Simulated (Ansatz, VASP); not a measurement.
# One calculation of Na, two programs

```
Na
1.0
     0.00000    2.50460    2.50460
     2.50460    0.00000    2.50460
     2.50460    2.50460    0.00000
Na
1
Direct
  0.00000 0.00000 0.00000
```

Change from the starting cell: volume scaled by 0.85, LAPW.

Alike in both runs: task single point; functional PBE; k mesh 14 × 14 × 14; occupations fermi-dirac, width 0.1 eV; no spin polarisation.

```csv
,VASP,Ansatz
version,VASP 6.6.1,Ansatz 0.2.0
potentials or method,"VASP PAW PBE potentials, release 64 (Na_pv), cutoff 520 eV","all-electron LAPW, scalar-relativistic"
```

```csv
,VASP,Ansatz,Ansatz less VASP
pressure (GPa),1.7,1.7,+0.06
```

Ansatz ran all-electron here, and VASP with PAW potentials.
